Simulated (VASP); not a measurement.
Here is a VASP 6.6.1 calculation.

INCAR

```
PREC = Accurate
ENCUT = 600
EDIFF = 1E-6
ISMEAR = 0
SIGMA = 0.2
LREAL = False
LASPH = True
NELM = 60
ALGO = Normal
ISIF = 3
LWAVE = False
LCHARG = False
GGA = PE
IBRION = 2
NSW = 36
EDIFFG = -0.08
```

Contents of KPOINTS:

```
Automatic mesh
0
Gamma
  4 4 2
```

POSCAR

```
Sn2TeAs2
1.0
    4.4500000000      0.0000000000      0.0000000000
   -2.2250000000      3.8538130500      0.0000000000
    0.0000000000      0.0000000000      7.7000000000
Sn Te As
2 1 2
Direct
    0.3333333300      0.6666666700      0.2800000000
    0.6666666700      0.3333333300      0.7200000000
    0.0000000000      0.0000000000      0.0000000000
    0.6666666700      0.3333333300      0.3700000000
    0.3333333300      0.6666666700      0.6300000000
```

Potentials or basis: VASP PAW PBE potentials, release 64 (Sn_d, Te, As).

Run with:

```bash
$ cat potpaw_PBE.64/Sn_d/POTCAR potpaw_PBE.64/Te/POTCAR potpaw_PBE.64/As/POTCAR > POTCAR
$ mpirun -np 1 vasp_std > vasp.out
```

Task: Estimate the space group after relaxing (to 0.1 Å).

Result: P-3m1 (No. 164).

Task: What does it give for the relaxed cell?

Result: a = 4.257 Å, b = 4.257 Å, c = 8.748 Å, α = 90.00°, β = 90.00°, γ = 120.00°.

Task: Predict the band gap on the k mesh.

Result: Zero (bands 22 and 23 overlap by 1.32 eV).

Task: Estimate the relaxed volume.

Result: 27.45 Å³/atom.

Forces in eV/Å, atoms in the order of the input:
```
Sn   0.000  0.000  0.012
Sn   0.000  0.000 -0.012
Te   0.000  0.000  0.000
As   0.000  0.000  0.039
As   0.000  0.000 -0.039
```

Caveat: the k points lie up to 0.43 Å⁻¹ apart in the final cell, too coarse for converged energies and pressures of a metal; spin-orbit coupling is left out, which moves the levels of the heavy elements; the relaxation stopped at a loose force limit of 0.08 eV/Å, so its end isn't a converged minimum.
